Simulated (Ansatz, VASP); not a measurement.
# One calculation of LiH, two programs

```xyz
2
Lattice="-0.0572 2.0879 2.0879 2.0879 -0.0572 2.0879 2.0879 2.0879 -0.0572" Properties=species:S:1:pos:R:3 pbc="T T T"
Li   -0.0104   -0.0104   -0.0104
H     1.0401    1.0401    1.0401
```

Change from the starting cell: shear_111 strain -4.0%.

Alike in both runs: task single point; functional r2SCAN; k mesh 10 × 10 × 10; no spin polarisation.

|  | VASP | Ansatz |
| --- | --- | --- |
| version | VASP 6.6.1 | Ansatz 0.2.0 |
| potentials or method | VASP PAW PBE potentials, release 64 (Li_sv, H) | plane waves, PAW |
| plane-wave cutoff (eV) | 520 | 500 |
| occupations | gaussian, width 0.01 eV | fixed |
| valence electrons in the cell | 4 | 4 |

VASP gave:

| Quantity | Value |
| --- | --- |
| gap on the k mesh at the Fermi level (eV) | 4.84 |
| rms of the force components (eV/Å) | 0.004 |

Question: Estimate Ansatz's values.

Answer: gap on the k mesh at the Fermi level (eV): 4.77; rms of the force components (eV/Å): 0.001.

VASP's potentials were made for PBE, not for r2SCAN. Atom by atom the forces differ by 0.003 eV/Å (rms over components).

Noted on VASP's run: the cutoff is short for stress, so the pressure is rough.
